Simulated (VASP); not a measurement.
**CsCl: single point with r2SCAN**

The system is CsCl.

```xyz
2
Lattice="4.0555 0.0000 0.0000 0.0000 4.0555 0.0000 0.0000 0.0000 4.0555" Properties=species:S:1:pos:R:3 pbc="T T T"
Cs    0.0000    0.0000    0.0000
Cl    2.0277    2.0277    2.0277
```

```yaml
Program: VASP 6.6.1
Task: single point
Functional: r2SCAN
Potentials_or_basis: VASP PAW PBE potentials, release 64 (Cs_sv, Cl)
Cutoff: 550 eV
k_mesh: 8 × 8 × 8
Occupations: fermi-dirac, width 0.02 eV
Spin: no spin polarisation
```

```yaml
Pressure: 1.4 GPa
Band_gap_on_the_k_mesh: 5.84 eV
```

Levels at points of the mesh, in eV from the valence-band top:
| k point | band 4 | band 5 | band 6 | band 7 | band 8 | band 9 | band 10 | band 11 | band 12 | band 13 |
| --- | --- | --- | --- | --- | --- | --- | --- | --- | --- | --- |
| (0.00, 0.00, 0.00) | -5.90 | -5.90 | 0.00 | 0.00 | 0.00 | 5.84 | 5.84 | 6.32 | 10.92 | 10.92 |
| (0.50, 0.00, 0.00) | -5.73 | -5.73 | -1.26 | -0.29 | -0.29 | 6.96 | 8.56 | 9.88 | 10.01 | 10.42 |
| (0.50, 0.50, 0.00) | -6.80 | -5.63 | -0.44 | -0.44 | -0.09 | 6.61 | 6.69 | 8.69 | 8.69 | 13.24 |
| (0.50, 0.50, 0.50) | -6.51 | -6.51 | -1.23 | -1.23 | -1.23 | 9.41 | 9.41 | 9.41 | 11.63 | 11.63 |

It took 44 s on 1 thread of Intel(R) Xeon(R) 6975P-C (Granite Rapids), with other jobs on the host, peak memory 0.2 GiB.

Caveat: the PAW data sets were made with another functional, which shifts forces and pressure a little; spin-orbit coupling is left out, which moves the levels of the heavy elements. A k mesh can miss the band edges.
